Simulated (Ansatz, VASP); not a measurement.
## One calculation of Al, two programs

```
Al
1.0
     2.65680    0.00000    0.00000
    -1.32840    2.30086    0.00000
     0.00000    0.00000    8.44260
Al
4
Direct
  0.00000 0.00000 0.00000
  0.33333 0.66667 0.25000
  0.00000 0.00000 0.50000
  0.66667 0.33333 0.75000
```

Alike in both runs: task single point; functional PBE; dispersion D3(BJ); k mesh 18 × 18 × 4; occupations gaussian, width 0.15 eV; no spin polarisation.

```csv
,VASP,Ansatz
version,VASP 6.6.1,Ansatz 0.2.0
potentials or method,"VASP PAW PBE potentials, release 64 (Al), cutoff 520 eV","scalar-relativistic, plane waves, PAW"
valence electrons in the cell,12,12
```

Ansatz gave:

```
gap on the k mesh at the Fermi level (eV)                     : none
pressure (GPa)                                                : 27.7
traceless stress, the component that is largest in VASP (GPa) : 3.82
```

**Question.** What did VASP give for the same quantities?

**Answer.** gap on the k mesh at the Fermi level (eV): none; pressure (GPa): 27.8; traceless stress, the component that is largest in VASP (GPa): 3.82.

A gap of «none» marks a metal or a gap that the smearing closes.
